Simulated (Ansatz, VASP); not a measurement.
## Two plane-wave programs on FeGe

```
CELL_PARAMETERS angstrom
4.69950 0.00000 0.00000
0.00000 4.69950 0.00000
0.00000 0.00000 4.69950
ATOMIC_POSITIONS crystal
Fe 0.12653 0.12653 0.12653
Fe 0.37347 0.87347 0.62653
Fe 0.62653 0.37347 0.87347
Fe 0.87347 0.62653 0.37347
Ge 0.83509 0.83509 0.83509
Ge 0.66491 0.16491 0.33509
Ge 0.33509 0.66491 0.16491
Ge 0.16491 0.33509 0.66491
```

Alike in both runs: functional LDA; k mesh 10 × 10 × 10; occupations gaussian, width 0.03 eV; no spin polarisation.

Ansatz relaxed the structure, and its values are those at the end. VASP's run is a single point on that final structure, the one shown.

|  | VASP | Ansatz |
| --- | --- | --- |
| version | VASP 6.6.1 | Ansatz 0.2.0 |
| potentials or method | VASP PAW LDA potentials, release 64 (Fe, Ge_d), cutoff 520 eV | scalar-relativistic, plane waves, PAW |
| valence electrons in the cell | 88 | 120 |

```tsv
	VASP	Ansatz	Ansatz less VASP
gap on the k mesh at the Fermi level (eV)	0.08	0.09	+0.006
least direct gap on the mesh (eV)	0.12	0.12	+0.007
pressure (GPa)	-16.0	-16.5	-0.50
rms of the force components (eV/Å)	0.016	0.003	-0.0134
```

LDA's correlation is that of Perdew and Zunger in VASP and of Perdew and Wang (1992) in Ansatz. VASP's potentials hold 88 valence electrons a cell and Ansatz's 120, so a difference there can come from the potentials and not from the codes. Ansatz's warnings: stress scf threshold loose.
